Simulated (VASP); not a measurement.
# Ta (Fm-3m) in VASP: single point with PBE

Aim: the single point of Ta with PBE.

All numbers are computed with VASP 6.6.1; they aren't measurements. Logs are shortened: lines on timing, memory, paths and dates and some standing lists are left out, and cuts for length are marked.

### 1 The cell of the first run

The structure is cubic, space group Fm-3m (No. 225). Conventional cell: a = 4.223 Å, b = 4.223 Å, c = 4.223 Å, α = 90.00°, β = 90.00°, γ = 90.00°. Ta (site symmetry m-3m) has 12 Ta at 2.99 Å within 3.9 Å.

### 2 Single point, PBE

File INCAR:

```
SYSTEM = Ta
ALGO = Fast
EDIFF = 1E-6
ENCUT = 520
GGA = PE
ISIF = 2
ISMEAR = 0
LASPH = .True.
LCHARG = .True.
LELF = .True.
LREAL = .False.
LVHAR = .True.
LWAVE = .False.
NBANDS = 12
NELM = 100
PREC = Accurate
SIGMA = 0.05
```

File KPOINTS:

```
k-points
0
Gamma
  18 18 18
  0 0 0
```

File POSCAR:

```
Ta
1.0
    0.0000000000      2.1115121932      2.1115121932
    2.1115121932      0.0000000000      2.1115121932
    2.1115121932      2.1115121932      0.0000000000
Ta
1
Direct
    0.0000000000      0.0000000000      0.0000000000
```

Potentials or basis: VASP PAW PBE potentials, release 64 (Ta_pv).

Launch:

```
$ cat potpaw_PBE.64/Ta_pv/POTCAR > POTCAR
$ mpirun -np 1 vasp_std > vasp.out
```

OUTCAR:

```text
SYSTEM = Ta
   EDIFF = 1E-6
   ENCUT = 520
   GGA = PE
   ISIF = 2
   ISMEAR = 0
   LASPH = .True.
   LREAL = .False.
   NELM = 100
   PREC = Accurate

 ion  position               nearest neighbor table
   1  0.000  0.000  0.000-

  LATTYP: Found a face centered cubic cell.
 ALAT       =     4.2230243864

  Lattice vectors:

 A1 = (   0.0000000000,   2.1115121932,   2.1115121932)
 A2 = (   2.1115121932,   0.0000000000,   2.1115121932)
 A3 = (   2.1115121932,   2.1115121932,   0.0000000000)

Analysis of symmetry for initial positions (statically):
=====================================================================
 Subroutine PRICEL returns:
 Original cell was already a primitive cell.

 Routine SETGRP: Setting up the symmetry group for a
 face centered cubic supercell.

 Subroutine GETGRP returns: Found 48 space group operations
 (whereof 48 operations were pure point group operations)
 out of a pool of 48 trial point group operations.

The static configuration has the point symmetry O_h .

Analysis of symmetry for dynamics (positions and initial velocities):
=====================================================================
 Subroutine PRICEL returns:
 Original cell was already a primitive cell.

 Routine SETGRP: Setting up the symmetry group for a
 face centered cubic supercell.

 Subroutine GETGRP returns: Found 48 space group operations
 (whereof 48 operations were pure point group operations)
 out of a pool of 48 trial point group operations.

The dynamic configuration has the point symmetry O_h .

 Subroutine INISYM returns: Found 48 space group operations
 (whereof 48 operations are pure point group operations),
 and found     1 'primitive' translations

----------------------------------------------------------------------------------------

                                     Primitive cell

  volume of cell :      18.8283

  direct lattice vectors                    reciprocal lattice vectors
     0.000000000  2.111512193  2.111512193    -0.236797117  0.236797117  0.236797117
     2.111512193  0.000000000  2.111512193     0.236797117 -0.236797117  0.236797117
     2.111512193  2.111512193  0.000000000     0.236797117  0.236797117 -0.236797117

  length of vectors
     2.986129181  2.986129181  2.986129181     0.410144638  0.410144638  0.410144638

  position of ions in fractional coordinates (direct lattice)
     0.000000000  0.000000000  0.000000000

  ion indices of the primitive-cell ions
   primitive index   ion index
                 1           1

----------------------------------------------------------------------------------------

 KPOINTS: k-points

Automatic generation of k-mesh.
 Grid dimensions read from file:
 generate k-points for:   18   18   18

 Generating k-lattice:

  Cartesian coordinates                     Fractional coordinates (reciprocal lattice)
    -0.013155395  0.013155395  0.013155395     0.055555556  0.000000000  0.000000000
     0.013155395 -0.013155395  0.013155395     0.000000000  0.055555556  0.000000000
     0.013155395  0.013155395 -0.013155395     0.000000000  0.000000000  0.055555556

  Length of vectors
     0.022785813  0.022785813  0.022785813

  Shift w.r.t. Gamma in fractional coordinates (k-lattice)
     0.000000000  0.000000000  0.000000000

 Subroutine IBZKPT returns following result:
 ===========================================

 Found    195 irreducible k-points:

 Following reciprocal coordinates:
            Coordinates               Weight
  0.000000  0.000000  0.000000      1.000000
  0.055556  0.000000  0.000000      8.000000
  0.111111  0.000000  0.000000      8.000000
  0.166667  0.000000  0.000000      8.000000
  0.222222  0.000000  0.000000      8.000000
  0.277778  0.000000  0.000000      8.000000
[... 16 lines left out ...]
 -0.277778  0.055556  0.000000     24.000000
 -0.222222  0.055556  0.000000     24.000000
 [... further k-points ...]
   k-points           NKPTS =    195   k-points in BZ     NKDIM =    195   number of bands    NBANDS=     12
   number of dos      NEDOS =    301   number of ions     NIONS =      1
   total plane-waves  NPLWV =  13824
   dimension x,y,z NGX =    24 NGY =   24 NGZ =   24
   dimension x,y,z NGXF=    48 NGYF=   48 NGZF=   48
   ions per type =               1
   NGX,Y,Z   is equivalent  to a cutoff of  13.36, 13.36, 13.36 a.u.
   NGXF,Y,Z  is equivalent  to a cutoff of  26.72, 26.72, 26.72 a.u.
 SYSTEM =  Ta
   PREC   = accura    normal or accurate (medium, high low for compatibility)
   ISTART =      0    job   : 0-new  1-cont  2-samecut
   ICHARG =      2    charge: 1-file 2-atom 10-const
   ISPIN  =      1    spin polarized calculation?
   LNONCOLLINEAR =      F non collinear calculations
   LSORBIT =      F    spin-orbit coupling
   LASPH  =      T    aspherical Exc in radial PAW
   ENCUT  =  520.0 eV  38.22 Ry    6.18 a.u.   5.55  5.55  5.55*2*pi/ulx,y,z
   NELM   =    100;   NELMIN=  2; NELMDL= -5     # of ELM steps
   EDIFF  = 0.1E-05   stopping-criterion for ELM
   LREAL  =      F    real-space projection
   EDIFFG = 0.1E-04   stopping-criterion for IOM
   NSW    =      0    number of steps for IOM
   IBRION =     -1    ionic relax: 0-MD 1-quasi-New 2-CG
   NFREE  =      0    steps in history (QN), initial steepest desc. (CG)
   ISIF   =      2    stress and relaxation
   ISYM   =      2    0-nonsym 1-usesym 2-fastsym
   POTIM  = 0.5000    time-step for ionic-motion
   TEBEG  =    0.0;   TEEND  =   0.0 temperature during run
   PSTRESS=    0.0 pullay stress
   NELECT =      11.0000    total number of electrons
   NUPDOWN=      -1.0000    fix difference up-down
   EMIN   =  10.00;   EMAX   =-10.00  energy-range for DOS
   EFERMI =   0.00;   METHOD = LEGACY
   ISMEAR =     0;   SIGMA  =   0.05  broadening in eV -4-tet -1-fermi 0-gaus
   EFERMI_NEDOS =   21; number of points for ismear=-14 and -15
   IALGO  =     68    algorithm
   IMIX   =      4    mixing-type and parameters
     AMIX     =   0.40;   BMIX     =  1.00
     AMIX_MAG =   1.60;   BMIX_MAG =  1.00
  volume/ion in A,a.u.               =      18.83       127.06
  Fermi-wavevector in a.u.,A,eV,Ry     =   1.368576  2.586233 25.483702  1.872999
  Thomas-Fermi vector in A             =   2.494527
   LORBIT       =      0    0 simple, 1 ext, 2 COOP (PROOUT), +10 PAW based schemes
   GGA     = PE    functional components
   LHFCALC =     F    Hartree Fock is set to
   AEXX    =    0.0000 exact exchange contribution
   IVDW    =     0    specifies the selected vdW correction
   LEPSILON=     F    determine dielectric tensor
   LRPA    =     F    only Hartree local field effects (RPA)
 non-spin polarized calculation
 RMM-DIIS sequential band-by-band and
 Gauss-broadening in eV      SIGMA  =   0.05
  energy-cutoff  :      520.00
  volume of cell :       18.83
 maximum number of plane-waves:       531
 NGX is ok and might be reduce to    24
   NGX = 11   NGY = 11   NGZ = 11

 number of electron      11.0000001 magnetization

 Free energy of the ion-electron system (eV)
  ---------------------------------------------------
  ext. energy  EPLUGINS =         0.00000000
  ---------------------------------------------------
  free energy    TOTEN  =       -11.57307221 eV

  energy without entropy =      -11.57123524  energy(sigma->0) =      -11.57215373

 E-fermi :   5.4975     XC(G=0): -12.3967

 val. band max:        5.4909604101   @ k =   0.5000   0.1667   0.0000
 cond. band min:       5.5118713457   @ k =  -0.1667   0.2222   0.0556
 fundamental gap:      0.0209109356
 Fermi energy:         5.4975265753

 k-point     1 :       0.0000    0.0000    0.0000
  band No.  band energies     occupation
      1     -28.1398      2.00000
      2     -28.1398      2.00000
      3     -28.1398      2.00000
      4      -2.6146      2.00000
      5       5.9482      0.00000
      6       5.9482      0.00000
      7       5.9482      0.00000
      8       8.9340      0.00000
      9       8.9340      0.00000
     10      17.9559      0.00000
     11      19.6217      0.00000
     12      22.8004      0.00000

 k-point     2 :       0.0556    0.0000    0.0000
  band No.  band energies     occupation
      1     -28.1723      2.00000
      2     -28.1439      2.00000
      3     -28.1439      2.00000
      4      -2.4907      2.00000
      5       5.8395      0.00000
      6       6.0077      0.00000
      7       6.0077      0.00000
      8       8.8751      0.00000
      9       8.8751      0.00000
     10      18.2176      0.00000
     11      19.6213      0.00000
     12      22.1386      0.00000

 k-point     3 :       0.1111    0.0000    0.0000
  band No.  band energies     occupation
      1     -28.2651      2.00000
      2     -28.1557      2.00000
      3     -28.1557      2.00000
      4      -2.1311      2.00000
      5       5.5566      0.09485
      6       6.1627      0.00000
      7       6.1627      0.00000
      8       8.7413      0.00000
      9       8.7413      0.00000
     10      18.9146      0.00000
     11      19.6204      0.00000
     12      20.9898      0.00000
[... 286 lines left out ...]
 k-point    23 :      -0.2778    0.0556    0.0000
  band No.  band energies     occupation
      1     -28.8006      2.00000
      2     -28.2614      2.00000
      3     -28.2167      2.00000
      4       0.1240      2.00000
      5       4.7211      2.00000
      6       6.1241      0.00000
      7       6.3017      0.00000
      8       8.9701      0.00000
      9       9.9782      0.00000
     10      17.5004      0.00000
     11      19.6210      0.00000
     12      21.2910      0.00000

 k-point    24 :      -0.2222    0.0556    0.0000
  band No.  band energies     occupation
      1     -28.6339      2.00000
      2     -28.2373      2.00000
      3     -28.1929      2.00000
      4      -0.5501      2.00000
      5       4.7575      2.00000
      6       6.3079      0.00000
      7       6.4709      0.00000
      8       8.4399      0.00000
      9       9.4132      0.00000
     10      18.3502      0.00000
     11      19.6231      0.00000
     12      21.6924      0.00000

 [... further k-points ...]

------------------------ aborting loop because EDIFF is reached ----------------------------------------

  FORCE on cell =-STRESS in cart. coord.  units (eV):
  Direction    XX          YY          ZZ          XY          YZ          ZX
  --------------------------------------------------------------------------------------
  -------------------------------------------------------------------------------------
  Total        0.0080273      0.0080273      0.0080273     -0.0000000      0.0000000      0.0000000
  in kB        0.6830767      0.6830767      0.6830767     -0.0000000      0.0000000      0.0000000
  external PRESSURE =       0.6830767 kB  Pullay stress =       0.0000000 kB

 VOLUME and BASIS-vectors are now :
 -----------------------------------------------------------------------------
  energy-cutoff  :      520.00
  volume of cell :       18.83
      direct lattice vectors                 reciprocal lattice vectors
     0.000000000  2.111512193  2.111512193    -0.236797117  0.236797117  0.236797117
     2.111512193  0.000000000  2.111512193     0.236797117 -0.236797117  0.236797117
     2.111512193  2.111512193  0.000000000     0.236797117  0.236797117 -0.236797117

 POSITION                                       TOTAL-FORCE (eV/Angst)
 -----------------------------------------------------------------------------------
      0.00000      0.00000      0.00000         0.000000      0.000000      0.000000
 -----------------------------------------------------------------------------------
    total drift:                                0.000000      0.000000     -0.000000

  FREE ENERGIE OF THE ION-ELECTRON SYSTEM (eV)
  ---------------------------------------------------
  free  energy   TOTEN  =       -11.5730722135 eV

  energy  without entropy=      -11.5712352381  energy(sigma->0) =      -11.57215373
```

It took 22 s on 1 thread of Intel Xeon 6975P-C, shared host; peak memory 0.17 GiB.

What came out:

* Free energy: -11.5731 eV
* Pressure: 0.1 GPa

Caveat: spin-orbit coupling is left out, which moves the levels of the heavy elements.
